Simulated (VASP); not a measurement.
Set up this calculation in VASP 6.6.1, as the native input.

- Task: single point
- Functional: LDA
- Potentials or basis: VASP PAW LDA potentials, release 64 (Nb_sv)
- Cutoff: 520 eV
- k mesh: 9 × 9 × 13
- Occupations: fermi-dirac, width 0.1 eV
- Spin: no spin polarisation
- Dipole correction: no
- Further INCAR settings: ALGO = Normal; EDIFF = 1e-06; NBANDS = 26

The structure of Nb lies in POSCAR:

```
Nb
1.0
    4.5923967846      0.0000000000      0.0000000000
   -2.2961983923      3.9771322797      0.0000000000
    0.0000000000      0.0000000000      2.5243165846
Nb
3
Direct
    0.0000000000      0.0000000000      0.0000000000
    0.3333333333      0.6666666667      0.5000000000
    0.6666666667      0.3333333333      0.5000000000
```

This cell differs from its parent crystal: volume scaled by 0.88.

The input as run:

INCAR

```
SYSTEM = Nb
PREC = Accurate ; ENCUT = 520
EDIFF = 1E-6 ; ISMEAR = -1
SIGMA = 0.1 ; LREAL = .FALSE.
LASPH = .TRUE. ; NELM = 60
ALGO = Normal ; ISIF = 2
LWAVE = .FALSE. ; LCHARG = .FALSE.
NBANDS = 26
```

KPOINTS

```
regular mesh
0
G
  9 9 13
  0 0 0
```

Potentials or basis: VASP PAW LDA potentials, release 64 (Nb_sv).

Launch:

```console
$ cat potpaw_LDA.64/Nb_sv/POTCAR > POTCAR
$ mpirun -np 1 vasp_std > vasp.out
```

Results of the run:

```json
{"Pressure": "30.3 GPa"}
```

Wall time 94 s on 1 thread of Intel(R) Xeon(R) Platinum 8259CL CPU @ 2.50GHz (Skylake/Cascade Lake) (shared host), peak memory 0.2 GiB.
